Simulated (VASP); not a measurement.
**AlP: single point with PBE**

The system is AlP.

```
Al P
1.0
     0.00000    2.66516    2.66516
     2.66516    0.00000    2.66516
     2.66516    2.66516    0.00000
Al P
1 1
Cartesian
  0.0000 0.0000 0.0000
  1.3326 1.3326 1.3326
```

```
Program                : VASP 6.6.1
Task                   : single point
Functional             : PBE
Potentials or basis    : VASP PAW PBE potentials, release 64 (Al, P)
Cutoff                 : 500 eV
k mesh                 : 6 × 6 × 6
Occupations            : gaussian, width 0.01 eV
Spin                   : no spin polarisation
Dipole correction      : no
Further INCAR settings : ALGO = Normal; EDIFF = 1e-06; NBANDS = 11
```

```yaml
Pressure: 9.9 GPa
Band_gap_on_the_k_mesh: 1.42 eV, indirect (least direct gap 3.68 eV)
```

Levels at points of the mesh, in eV from the valence-band top:
```
           k point  band 2  band 3  band 4  band 5  band 6  band 7
(0.00, 0.00, 0.00)    0.00    0.00    0.00    3.93    4.66    4.66
(0.50, 0.00, 0.00)   -5.86   -0.81   -0.81    3.08    4.83    4.83
(0.50, 0.50, 0.00)   -5.56   -2.26   -2.26    1.42    2.43   11.70
```

Wall time 14 s on 1 thread of AMD EPYC 7R13 (shared host), peak memory 0.12 GiB.

A k mesh can miss the band edges. A hybrid or GW would open this gap; PBE tends to underestimate it.
